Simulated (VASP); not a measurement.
# GaS2 (P6/mmm) in VASP: a series of runs

GaS2 is run at these levels: PBE; tasks: relaxation of cell and atoms, single point.

Everything below comes from runs of VASP 6.6.1. Logs are shortened: lines on timing, memory, paths and dates and some standing lists are left out, and cuts for length are marked.

### Step 1. The cell of the first run

Symmetry: P6/mmm, No. 191, hexagonal system. The conventional cell has a = 4.332 Å, b = 4.332 Å, c = 3.634 Å, α = 90.00°, β = 90.00°, γ = 120.00°. Within 4.1 Å of Ga (site symmetry 6/mmm) lie 12 S at 3.09 Å and 2 Ga at 3.63 Å. Within 3.3 Å of S (site symmetry -6m2) lie 3 S at 2.50 Å and 6 Ga at 3.09 Å.

### Step 2. Relaxation of cell and atoms, PBE

File INCAR:

```
  ALGO = Normal
  EDIFF = 1E-6
  EDIFFG = -0.04
  ENCUT = 600
  GGA = PE
  IBRION = 2
  ISIF = 3
  ISMEAR = 0
  LASPH = T
  LCHARG = F
  LREAL = F
  LWAVE = F
  NELM = 100
  NSW = 90
  PREC = Accurate
  SIGMA = 0.1
```

File KPOINTS:

```
k-points
0
Gamma
  6 6 6
```

File POSCAR:

```
GaS2
1.0
    4.3315836350      0.0000000000      0.0000000000
   -2.1657918175      3.7512614665      0.0000000000
    0.0000000000      0.0000000000      3.6341749053
Ga S
1 2
Direct
    0.0000000000      0.0000000000      0.0000000000
    0.3333333333      0.6666666667      0.5000000000
    0.6666666667      0.3333333333      0.5000000000
```

Potentials or basis: VASP PAW PBE potentials, release 64 (Ga_d, S).

Command:

```
$ cat potpaw_PBE.64/Ga_d/POTCAR potpaw_PBE.64/S/POTCAR > POTCAR
$ mpirun -np 1 vasp_std > vasp.out
```

OUTCAR:

```text
EDIFF = 1E-6
   EDIFFG = -0.04
   ENCUT = 600
   GGA = PE
   IBRION = 2
   ISIF = 3
   ISMEAR = 0
   LASPH = T
   LREAL = F
   NELM = 100
   NSW = 90
   PREC = Accurate

 ion  position               nearest neighbor table
   1  0.000  0.000  0.000-
   2  0.333  0.667  0.500-   3 2.50   3 2.50   3 2.50
   3  0.667  0.333  0.500-   2 2.50   2 2.50   2 2.50

  LATTYP: Found a hexagonal cell.
 ALAT       =     4.3315836350
 C/A-ratio  =     0.8389945137

  Lattice vectors:

 A1 = (   4.3315836350,   0.0000000000,   0.0000000000)
 A2 = (  -2.1657918175,   3.7512614665,   0.0000000000)
 A3 = (   0.0000000000,   0.0000000000,   3.6341749053)

Analysis of symmetry for initial positions (statically):
=====================================================================
 Subroutine PRICEL returns:
 Original cell was already a primitive cell.

 Routine SETGRP: Setting up the symmetry group for a
 hexagonal supercell.

 Subroutine GETGRP returns: Found 24 space group operations
 (whereof 24 operations were pure point group operations)
 out of a pool of 24 trial point group operations.

The static configuration has the point symmetry D_6h.

Analysis of symmetry for dynamics (positions and initial velocities):
=====================================================================
 Subroutine PRICEL returns:
 Original cell was already a primitive cell.

 Routine SETGRP: Setting up the symmetry group for a
 hexagonal supercell.

 Subroutine GETGRP returns: Found 24 space group operations
 (whereof 24 operations were pure point group operations)
 out of a pool of 24 trial point group operations.

The dynamic configuration has the point symmetry D_6h.

 Subroutine INISYM returns: Found 24 space group operations
 (whereof 24 operations are pure point group operations),
 and found     1 'primitive' translations

----------------------------------------------------------------------------------------

                                     Primitive cell

  volume of cell :      59.0514

  direct lattice vectors                    reciprocal lattice vectors
     4.331583635  0.000000000  0.000000000     0.230862448  0.133288496  0.000000000
    -2.165791818  3.751261466  0.000000000     0.000000000  0.266576993  0.000000000
     0.000000000  0.000000000  3.634174905     0.000000000  0.000000000  0.275165622

  length of vectors
     4.331583635  4.331583635  3.634174905     0.266576993  0.266576993  0.275165622

  position of ions in fractional coordinates (direct lattice)
     0.000000000  0.000000000  0.000000000
     0.333333333  0.666666667  0.500000000
     0.666666667  0.333333333  0.500000000

  ion indices of the primitive-cell ions
   primitive index   ion index
                 1           1
                 2           2
                 3           3

----------------------------------------------------------------------------------------

 KPOINTS: k-points

Automatic generation of k-mesh.
 Grid dimensions read from file:
 generate k-points for:    6    6    6

 Generating k-lattice:

  Cartesian coordinates                     Fractional coordinates (reciprocal lattice)
     0.038477075  0.022214749  0.000000000     0.166666667  0.000000000  0.000000000
     0.000000000  0.044429499  0.000000000     0.000000000  0.166666667  0.000000000
     0.000000000  0.000000000  0.045860937     0.000000000  0.000000000  0.166666667

  Length of vectors
     0.044429499  0.044429499  0.045860937

  Shift w.r.t. Gamma in fractional coordinates (k-lattice)
     0.000000000  0.000000000  0.000000000

 Subroutine IBZKPT returns following result:
 ===========================================

 Found     28 irreducible k-points:

 Following reciprocal coordinates:
            Coordinates               Weight
  0.000000  0.000000  0.000000      1.000000
  0.166667  0.000000  0.000000      6.000000
  0.333333  0.000000  0.000000      6.000000
  0.500000 -0.000000  0.000000      3.000000
  0.166667  0.166667  0.000000      6.000000
  0.333333  0.166667  0.000000     12.000000
[... 16 lines left out ...]
  0.166667  0.000000  0.500000      6.000000
  0.333333  0.000000  0.500000      6.000000
 [... further k-points ...]
   k-points           NKPTS =     28   k-points in BZ     NKDIM =     28   number of bands    NBANDS=     16
   number of dos      NEDOS =    301   number of ions     NIONS =      3
   total plane-waves  NPLWV =  38880
   dimension x,y,z NGX =    36 NGY =   36 NGZ =   30
   dimension x,y,z NGXF=    72 NGYF=   72 NGZF=   60
   ions per type =               1   2
   NGX,Y,Z   is equivalent  to a cutoff of  13.82, 13.82, 13.72 a.u.
   NGXF,Y,Z  is equivalent  to a cutoff of  27.63, 27.63, 27.45 a.u.
 SYSTEM =  unknown system
   PREC   = accura    normal or accurate (medium, high low for compatibility)
   ISTART =      0    job   : 0-new  1-cont  2-samecut
   ICHARG =      2    charge: 1-file 2-atom 10-const
   ISPIN  =      1    spin polarized calculation?
   LNONCOLLINEAR =      F non collinear calculations
   LSORBIT =      F    spin-orbit coupling
   LASPH  =      T    aspherical Exc in radial PAW
   ENCUT  =  600.0 eV  44.10 Ry    6.64 a.u.   8.65  8.65  7.26*2*pi/ulx,y,z
   NELM   =    100;   NELMIN=  2; NELMDL= -5     # of ELM steps
   EDIFF  = 0.1E-05   stopping-criterion for ELM
   LREAL  =      F    real-space projection
   EDIFFG = -.4E-01   stopping-criterion for IOM
   NSW    =     90    number of steps for IOM
   IBRION =      2    ionic relax: 0-MD 1-quasi-New 2-CG
   NFREE  =      1    steps in history (QN), initial steepest desc. (CG)
   ISIF   =      3    stress and relaxation
   ISYM   =      2    0-nonsym 1-usesym 2-fastsym
   POTIM  = 0.5000    time-step for ionic-motion
   TEBEG  =    0.0;   TEEND  =   0.0 temperature during run
   PSTRESS=    0.0 pullay stress
   NELECT =      25.0000    total number of electrons
   NUPDOWN=      -1.0000    fix difference up-down
   EMIN   =  10.00;   EMAX   =-10.00  energy-range for DOS
   EFERMI =   0.00;   METHOD = LEGACY
   ISMEAR =     0;   SIGMA  =   0.10  broadening in eV -4-tet -1-fermi 0-gaus
   EFERMI_NEDOS =   21; number of points for ismear=-14 and -15
   IALGO  =     38    algorithm
   IMIX   =      4    mixing-type and parameters
     AMIX     =   0.40;   BMIX     =  1.00
     AMIX_MAG =   1.60;   BMIX_MAG =  1.00
  volume/ion in A,a.u.               =      19.68       132.83
  Fermi-wavevector in a.u.,A,eV,Ry     =   1.229263  2.322971 20.559600  1.511088
  Thomas-Fermi vector in A             =   2.364157
   LORBIT       =      0    0 simple, 1 ext, 2 COOP (PROOUT), +10 PAW based schemes
   GGA     = PE    functional components
   LHFCALC =     F    Hartree Fock is set to
   AEXX    =    0.0000 exact exchange contribution
   IVDW    =     0    specifies the selected vdW correction
   LEPSILON=     F    determine dielectric tensor
   LRPA    =     F    only Hartree local field effects (RPA)
 conjugate gradient relaxation of ions
 non-spin polarized calculation
 Gauss-broadening in eV      SIGMA  =   0.10
  energy-cutoff  :      600.00
  volume of cell :       59.05
 maximum number of plane-waves:      1989
 NGX is ok and might be reduce to    36
   NGX = 17   NGY = 17   NGZ = 15

 number of electron      25.0000000 magnetization

 Free energy of the ion-electron system (eV)
  ---------------------------------------------------
  ext. energy  EPLUGINS =         0.00000000
  ---------------------------------------------------
  free energy    TOTEN  =        -9.86002788 eV

  energy without entropy =       -9.85217987  energy(sigma->0) =       -9.85610388

 E-fermi :   5.0382     XC(G=0): -10.2078

 val. band max:        5.0297673942   @ k =   0.1667   0.1667   0.0000
 cond. band min:       5.0489397574   @ k =   0.1667   0.0000   0.1667
 fundamental gap:      0.0191723632
 Fermi energy:         5.0382229701

 k-point     1 :       0.0000    0.0000    0.0000
  band No.  band energies     occupation
      1     -10.2554      2.00000
      2      -9.4365      2.00000
      3      -9.4281      2.00000
      4      -9.4281      2.00000
      5      -9.4084      2.00000
      6      -9.4084      2.00000
[... 8 lines left out ...]
     15       9.6041      0.00000
     16      11.8782      0.00000

 k-point     2 :       0.1667    0.0000    0.0000
  band No.  band energies     occupation
      1     -10.0420      2.00000
      2      -9.4360      2.00000
      3      -9.4313      2.00000
      4      -9.4247      2.00000
      5      -9.4103      2.00000
      6      -9.4087      2.00000
[... 8 lines left out ...]
     15       9.9061      0.00000
     16      11.1118      0.00000

 k-point     3 :       0.3333    0.0000    0.0000
  band No.  band energies     occupation
      1      -9.5035      2.00000
      2      -9.4394      2.00000
      3      -9.4179      2.00000
      4      -9.4139      2.00000
      5      -9.4094      2.00000
      6      -9.3782      2.00000
[... 8 lines left out ...]
     15       8.3973      0.00000
     16      10.4511      0.00000

 k-point     4 :       0.5000   -0.0000    0.0000
  band No.  band energies     occupation
      1      -9.4589      2.00000
      2      -9.4354      2.00000
      3      -9.4158      2.00000
      4      -9.4145      2.00000
      5      -9.4098      2.00000
      6      -8.8821      2.00000
[... 8 lines left out ...]
     15       7.7891      0.00000
     16       9.5039      0.00000
[... 324 lines left out ...]
 k-point    22 :       0.0000    0.0000    0.5000
  band No.  band energies     occupation
      1      -9.7616      2.00000
      2      -9.4309      2.00000
      3      -9.4309      2.00000
      4      -9.4216      2.00000
      5      -9.4216      2.00000
      6      -9.3937      2.00000
[... 8 lines left out ...]
     15       6.8583      0.00000
     16       8.7328      0.00000

 k-point    23 :       0.1667    0.0000    0.5000
  band No.  band energies     occupation
      1      -9.6792      2.00000
      2      -9.4324      2.00000
      3      -9.4225      2.00000
      4      -9.4191      2.00000
      5      -9.3918      2.00000
      6      -9.3075      2.00000
[... 8 lines left out ...]
     15       8.0802      0.00000
     16       8.1505      0.00000

 k-point    24 :       0.3333    0.0000    0.5000
  band No.  band energies     occupation
      1      -9.6002      2.00000
      2      -9.4353      2.00000
      3      -9.4248      2.00000
      4      -9.4142      2.00000
      5      -9.3881      2.00000
      6      -8.8177      2.00000
[... 8 lines left out ...]
     15       7.3319      0.00000
     16       9.1902      0.00000

 [... further k-points ...]

------------------------ aborting loop because EDIFF is reached ----------------------------------------

  FORCE on cell =-STRESS in cart. coord.  units (eV):
  Direction    XX          YY          ZZ          XY          YZ          ZX
  --------------------------------------------------------------------------------------
  -------------------------------------------------------------------------------------
  Total       -0.1105360     -0.1105360     -0.1173517      0.0000000      0.0000000      0.0000000
  in kB       -2.9990544     -2.9990544     -3.1839783      0.0000000      0.0000000      0.0000000
  external PRESSURE =      -3.0606957 kB  Pullay stress =       0.0000000 kB

 VOLUME and BASIS-vectors are now :
 -----------------------------------------------------------------------------
  energy-cutoff  :      600.00
  volume of cell :       59.05
      direct lattice vectors                 reciprocal lattice vectors
     4.331583635  0.000000000  0.000000000     0.230862448  0.133288496  0.000000000
    -2.165791818  3.751261466  0.000000000     0.000000000  0.266576993  0.000000000
     0.000000000  0.000000000  3.634174905     0.000000000  0.000000000  0.275165622

 POSITION                                       TOTAL-FORCE (eV/Angst)
 -----------------------------------------------------------------------------------
      0.00000      0.00000      0.00000        -0.000000     -0.000000      0.000000
     -0.00000      2.50084      1.81709         0.000000     -0.000000     -0.000000
      2.16579      1.25042      1.81709         0.000000      0.000000      0.000000
 -----------------------------------------------------------------------------------
    total drift:                                0.000000     -0.000000     -0.000000

  FREE ENERGIE OF THE ION-ELECTRON SYSTEM (eV)
  ---------------------------------------------------
  free  energy   TOTEN  =        -9.8600278801 eV

  energy  without entropy=       -9.8521798702  energy(sigma->0) =       -9.85610388

 reached required accuracy - stopping structural energy minimisation
```

Wall time 10 s (1 thread of Intel Xeon 6975P-C (Granite Rapids), shared host); peak memory 0.2 GiB.

Results:

- Free energy: -9.8600 eV
- Pressure after relaxing: -0.3 GPa

Final structure:
```
Ga S
1.0
     4.33158    0.00000    0.00000
    -2.16579    3.75126    0.00000
     0.00000    0.00000    3.63417
Ga S
1 2
Direct
  0.00000 0.00000 0.00000
  0.33333 0.66667 0.50000
  0.66667 0.33333 0.50000
```

Levels at points of the mesh, in eV from the Fermi level:
| k point | band 11 | band 12 | band 13 | band 14 | band 15 | band 16 |
| --- | --- | --- | --- | --- | --- | --- |
| (0.00, 0.00, 0.00) | -3.15 | -1.61 | -1.61 | 0.82 | 4.57 | 6.84 |
| (0.50, 0.00, 0.00) | -0.85 | -0.37 | 0.69 | 1.99 | 2.75 | 4.47 |
| (0.00, 0.00, 0.50) | -0.73 | -0.50 | -0.50 | 0.42 | 1.82 | 3.69 |
| (0.50, 0.00, 0.50) | -4.16 | -1.35 | 1.08 | 2.02 | 2.21 | 3.31 |

Caveat: the relaxation stopped at its first step, so nothing moved.

(Continued in part 2 of 2.)
